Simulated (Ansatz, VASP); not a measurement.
**One calculation of TiTl, two programs**

```
CELL_PARAMETERS angstrom
3.13911 0.00000 0.00000
-1.56956 2.71855 0.00000
0.00000 0.00000 5.46560
ATOMIC_POSITIONS crystal
Ti 0.33333 0.66667 0.50000
Tl 0.00000 0.00000 0.00000
```

Alike in both runs: task relaxation of cell and atoms; functional PBE; k mesh 6 × 6 × 4; occupations gaussian, width 0.1 eV; no spin polarisation.

```csv
,VASP,Ansatz
version,VASP 6.6.1,Ansatz 0.2.0
potentials or method,"VASP PAW PBE potentials, release 64 (Ti_sv, Tl_d), cutoff 600 eV","scalar-relativistic, plane waves, PAW"
valence electrons in the cell,25,25
```

Ansatz gave:

| Item | Value |
| --- | --- |
| gap on the k mesh at the Fermi level, each at its own relaxed structure (eV) | none |
| relaxed volume (Å³/atom) | 21.13 |
| relaxed length of the cell vector where the two differ most in proportion (Å) | 4.830 |

Problem. What did VASP give for the same quantities?

Solution. gap on the k mesh at the Fermi level, each at its own relaxed structure (eV): none; relaxed volume (Å³/atom): 21.17; relaxed length of the cell vector where the two differ most in proportion (Å): 4.835.

A gap of «none» marks a metal or a gap that the smearing closes.

The k mesh is coarse, so the values compare programs but aren't converged. Spin-orbit coupling is off throughout.
